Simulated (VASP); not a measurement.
Set up this calculation in VASP 6.6.1, as the native input.

```yaml
Task: single point
Functional: LDA
Potentials_or_basis: VASP PAW LDA potentials, release 64 (Ag, Pt)
Cutoff: 520 eV
k_mesh: 12 × 12 × 12
Occupations: fermi-dirac, width 0.15 eV
Spin: no spin polarisation
Dipole_correction: no
Further_INCAR_settings: ALGO = Fast; EDIFF = 1e-06; NBANDS = 28
```

The structure of AgPt3 lies in POSCAR:

```
AgPt3
1.0
    3.8869565307      0.0000000000      0.0000000000
    0.0000000000      3.8869565307      0.0000000000
    0.0000000000      0.0000000000      3.8869565307
Ag Pt
1 3
Direct
    0.0000000000      0.0000000000      0.0000000000
    0.0000000000      0.5000000000      0.5000000000
    0.5000000000      0.0000000000      0.5000000000
    0.5000000000      0.5000000000      0.0000000000
```

This cell differs from its parent crystal: volume scaled by 0.98.

One way to write it, as run:

INCAR

```
PREC = Accurate
ENCUT = 520
EDIFF = 1E-6
ISMEAR = -1
SIGMA = 0.15
LREAL = False
LASPH = True
NELM = 60
ALGO = Fast
ISIF = 2
LWAVE = False
LCHARG = True
LELF = True
LVHAR = True
NBANDS = 28
```

KPOINTS

```
Automatic mesh
0
Gamma
  12 12 12
```

Potentials or basis: VASP PAW LDA potentials, release 64 (Ag, Pt).

Launch:

```sh
$ cat potpaw_LDA.64/Ag/POTCAR potpaw_LDA.64/Pt/POTCAR > POTCAR
$ mpirun -np 1 vasp_std > vasp.out
```

Results of the run:

```json
{
 "Pressure": "6.2 GPa"
}
```

Wall time 76 s on 1 thread of Intel(R) Xeon(R) Platinum 8488C (Sapphire Rapids), with other jobs on the host, peak memory 0.23 GiB.
